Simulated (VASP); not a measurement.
## Ge: relaxation of the atoms with r2SCAN

Crystal: Ge.

```xyz
2
Lattice="0.0000 2.8375 2.8375 2.8375 0.0000 2.8375 2.8375 2.8375 0.0000" Properties=species:S:1:pos:R:3 pbc="T T T"
Ge    0.0000    0.0000    0.0000
Ge    1.4188    1.4188    1.4188
```

* Program: VASP 6.6.1
* Task: relaxation of the atoms
* Functional: r2SCAN
* Potentials or basis: VASP PAW PBE potentials, release 64 (Ge_d)
* Cutoff: 520 eV
* k mesh: 12 × 12 × 12
* Occupations: gaussian, width 0.01 eV
* Spin: no spin polarisation
* Dipole correction: no
* Further INCAR settings: ALGO = Normal; EDIFF = 1e-07; IBRION = 2; EDIFFG = -0.0005; NSW = 80

- Pressure after relaxing: 0.0 GPa
- Band gap on the k mesh: 0.32 eV

Final structure:
```yaml
crystal:
  lattice:
    - [0.00000, 2.83750, 2.83750]
    - [2.83750, 0.00000, 2.83750]
    - [2.83750, 2.83750, 0.00000]
  atoms:
    - { symbol: Ge, position: [0.00000, 0.00000, 0.00000] }
    - { symbol: Ge, position: [0.25000, 0.25000, 0.25000] }
```

Levels at points of the mesh, in eV from the valence-band top:
| k point | band 11 | band 12 | band 13 | band 14 | band 15 | band 16 | band 17 | band 18 |
| --- | --- | --- | --- | --- | --- | --- | --- | --- |
| (0.00, 0.00, 0.00) | -13.23 | 0.00 | 0.00 | 0.00 | 0.32 | 2.71 | 2.71 | 2.71 |
| (0.50, 0.00, 0.00) | -11.06 | -7.82 | -1.47 | -1.47 | 0.41 | 3.99 | 3.99 | 7.65 |
| (0.50, 0.50, 0.00) | -9.18 | -9.18 | -3.19 | -3.19 | 0.98 | 0.98 | 10.03 | 10.03 |

Run time: 3 min on 1 thread of Oxide Virtual Turin-like Processor, on a shared host, peak memory 0.16 GiB.

Caveat: the relaxation stopped at its first step, so nothing moved; the PAW data sets were made with another functional, which shifts forces and pressure a little. A k mesh can miss the band edges.
